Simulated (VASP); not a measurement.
Write the native input for VASP 6.6.1 that does the following.

- Task: single point
- Functional: PBE
- Potentials or basis: VASP PAW PBE potentials, release 64 (C)
- Cutoff: 520 eV
- k mesh: 18 × 18 × 6
- Occupations: gaussian, width 0.15 eV
- Spin: no spin polarisation
- Dipole correction: no
- Further INCAR settings: ALGO = Normal; EDIFF = 1e-06; NBANDS = 16

The structure of C lies in POSCAR:

```
C
1.0
    1.2332770792     -2.1360444277      0.0000000000
    1.2332770792      2.1360444277      0.0000000000
    0.0000000000      0.0000000000      8.7070252276
C
4
Direct
    0.1832839874      0.8167160126      0.7306889300
    0.4833817782      0.5166182218      0.2693105382
    0.8167160126      0.1832839874      0.2693110700
    0.5166182218      0.4833817782      0.7306894618
```

These files were run (other wordings do the same):

INCAR

```
ALGO = Normal
EDIFF = 1E-6
ENCUT = 520
GGA = PE
ISIF = 2
ISMEAR = 0
LASPH = True
LCHARG = False
LREAL = False
LWAVE = False
NBANDS = 16
NELM = 80
PREC = Accurate
SIGMA = 0.15
```

KPOINTS

```
k-points
0
Gamma
  18 18 6
```

Potentials or basis: VASP PAW PBE potentials, release 64 (C).

Command:

```sh
$ cat potpaw_PBE.64/C/POTCAR > POTCAR
$ mpirun -np 1 vasp_std > vasp.out
```

It gave:

```json
{
  "Pressure": "0.4 GPa",
  "Largest force": "0.006 eV/Å"
}
```

Caveat: this functional lacks dispersion, which binds layers or chains, so the pressure and a relaxed spacing across them are unreliable.

Wall time 7.1 min on 1 thread of Oxide Virtual Turin-like Processor, with other jobs on the host, peak memory 0.33 GiB.
